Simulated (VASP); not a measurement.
**SnTe (rocksalt type): relaxation of cell and atoms with PBE**

Crystal: SnTe (rocksalt type).

```
Sn Te
1.0
     0.00000    2.89164    2.89164
     2.89164    0.00000    2.89164
     2.89164    2.89164    0.00000
Sn Te
1 1
Cartesian
  0.0000 0.0000 0.0000
  2.8916 2.8916 2.8916
```

| Quantity | Value |
| --- | --- |
| Program | VASP 6.6.1 |
| Task | relaxation of cell and atoms |
| Functional | PBE |
| Potentials or basis | VASP PAW PBE potentials, release 64 (Sn_d, Te) |
| Cutoff | 600 eV |
| k mesh | 12 × 12 × 12 |
| Occupations | fermi-dirac, width 0.05 eV |
| Spin | no spin polarisation |
| Dipole correction | no |
| Further INCAR settings | ALGO = Normal; EDIFF = 1e-07; IBRION = 2; EDIFFG = -0.005; NSW = 60; ISIF = 3 |

```
Relaxed volume                        : 32.89 Å³/atom
Relaxed cell                          : a = 4.531 Å, b = 4.531 Å, c = 4.531 Å, α = 60.00°, β = 60.00°, γ = 60.00°
Space group after relaxing (to 0.1 Å) : Fm-3m (No. 225)
Energy gained by relaxing             : 507.2 meV/atom
Ionic steps                           : 5
Pressure after relaxing               : 0.0 GPa
Band gap on the k mesh                : 0.05 eV
```

Step by step:
| step | energy change (eV) | largest force (eV/Å) | pressure (GPa) | volume (Å³) |
| --- | --- | --- | --- | --- |
| 1 | 0.0000 | 0.0000 | 24.46 | 48.36 |
| 2 | -0.7725 | 0.0000 | -4.96 | 79.07 |
| 3 | -1.0144 | 0.0000 | 0.11 | 65.62 |
| 4 | -1.0144 | 0.0000 | -0.12 | 66.00 |
| 5 | -1.0145 | 0.0000 | 0.01 | 65.78 |

Final structure:
```yaml
crystal:
  lattice:
    - [0.00000, 3.20404, 3.20404]
    - [3.20404, 0.00000, 3.20404]
    - [3.20404, 3.20404, 0.00000]
  atoms:
    - { symbol: Sn, position: [0.00000, 0.00000, 0.00000] }
    - { symbol: Te, position: [0.50000, 0.50000, 0.50000] }
```

Levels at points of the mesh, in eV from the valence-band top:
| k point | band 7 | band 8 | band 9 | band 10 | band 11 | band 12 | band 13 | band 14 |
| --- | --- | --- | --- | --- | --- | --- | --- | --- |
| (0.00, 0.00, 0.00) | -4.86 | -2.00 | -2.00 | -2.00 | 3.25 | 3.25 | 3.25 | 4.85 |
| (0.50, 0.00, 0.00) | -8.07 | -1.68 | -1.68 | 0.00 | 0.05 | 0.45 | 0.45 | 7.67 |
| (0.50, 0.50, 0.00) | -6.43 | -5.22 | -3.50 | -3.50 | 2.38 | 4.69 | 4.69 | 6.02 |

It took 98 s on 1 thread of Intel(R) Xeon(R) 6975P-C (Granite Rapids), on a shared host, peak memory 0.26 GiB.

Caveat: the volume moved by over 15 % at a fixed basis, so the end points are rough; spin-orbit coupling is left out, which moves the levels of the heavy elements. A k mesh can miss the band edges.
